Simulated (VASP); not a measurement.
Write the native input for VASP 6.6.1 that does the following.

```
Task                   : single point
Functional             : PBE
Potentials or basis    : VASP PAW PBE potentials, release 64 (Ca_sv)
Cutoff                 : 520 eV
k mesh                 : 11 × 11 × 11
Occupations            : fermi-dirac, width 0.0612256 eV
Spin                   : no spin polarisation
Dipole correction      : no
Further INCAR settings : ALGO = Normal; EDIFF = 1e-07; NBANDS = 11
```

The structure of Ca lies in POSCAR:

```
Ca
1.0
    3.5915165366      0.0000000000      0.0000000000
    0.0000000000      3.5915165366      0.0000000000
    0.0000000000      0.0000000000      3.5915165366
Ca
1
Direct
    0.0000000000      0.0000000000      0.0000000000
```

This isn't the form of Ca at room conditions, which is fcc.

The input as run:

INCAR

```
PREC     = Accurate       # precision mode
ENCUT    = 520            # plane-wave cutoff, eV
EDIFF    = 1E-7           # SCF threshold, eV
ISMEAR   = -1             # smearing method
SIGMA    = 0.06122561905347299 # smearing width, eV
LREAL    = False          # projectors in reciprocal space
LASPH    = True           # aspherical terms in the spheres
NELM     = 80             # most SCF steps
ALGO     = Normal         # electronic algorithm
ISIF     = 2              # what is computed and relaxed
LWAVE    = False          # write WAVECAR
LCHARG   = False          # write CHGCAR
GGA      = PE             # functional
NBANDS   = 11             # bands
```

KPOINTS

```
Automatic mesh
0
Gamma
  11 11 11
```

Potentials or basis: VASP PAW PBE potentials, release 64 (Ca_sv).

Run with:

```bash
$ cat potpaw_PBE.64/Ca_sv/POTCAR > POTCAR
$ mpirun -np 1 vasp_std > vasp.out
```

Results of the run:

- Pressure: -0.6 GPa
- Band gap on the k mesh: zero (bands 5 and 6 overlap by 0.97 eV)

Wall time 30 s on 1 thread of Intel(R) Xeon(R) Platinum 8259CL CPU @ 2.50GHz (Skylake/Cascade Lake) (shared host), peak memory 0.17 GiB.
